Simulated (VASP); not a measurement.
Set up this calculation in VASP 6.6.1, as the native input.

* Task: single point
* Functional: PBE
* Potentials or basis: VASP PAW PBE potentials, release 64 (Sn_d, Se)
* Cutoff: 500 eV
* k mesh: 13 × 13 × 13
* Occupations: fermi-dirac, width 0.02 eV
* Spin: no spin polarisation
* Dipole correction: no
* Further INCAR settings: ALGO = Normal; EDIFF = 1e-06; NBANDS = 17

The structure of SnSe lies in POSCAR:

```
SnSe
1.0
    0.0000000000      3.0100000000      2.9498000000
    3.0100000000      0.0000000000      2.9498000000
    3.0100000000      3.0100000000      0.0000000000
Sn Se
1 1
Direct
    0.0000000000      0.0000000000      0.0000000000
    0.5000000000      0.5000000000      0.5000000000
```

This cell differs from its parent crystal: z stretched by -2 %, then relaxed in part.

One way to write it, as run:

INCAR

```
SYSTEM = SnSe
ALGO = Normal
EDIFF = 1E-6
ENCUT = 500
GGA = PE
GGA_COMPAT = .False.
ISIF = 2
ISMEAR = -1
LASPH = .True.
LCHARG = .False.
LREAL = .False.
LWAVE = .False.
NBANDS = 17
NELM = 120
PREC = Accurate
SIGMA = 0.02
```

KPOINTS

```
k-points
0
Gamma
  13 13 13
  0 0 0
```

Potentials or basis: VASP PAW PBE potentials, release 64 (Sn_d, Se).

Run with:

```console
$ cat potpaw_PBE.64/Sn_d/POTCAR potpaw_PBE.64/Se/POTCAR > POTCAR
$ mpirun -np 1 vasp_std > vasp.out
```

Results of the run:

```yaml
Pressure: 2.2 GPa
Band_gap_on_the_k_mesh: 0.31 eV, indirect (least direct gap 0.38 eV)
```

Caveat: the cell differs from its parent crystal (z stretched by -2 %, then relaxed in part); spin-orbit coupling is left out, which moves the levels of the heavy elements.

Wall time 42 s on 1 thread of Intel(R) Xeon(R) 6975P-C (Granite Rapids), with other jobs on the host, peak memory 0.3 GiB.
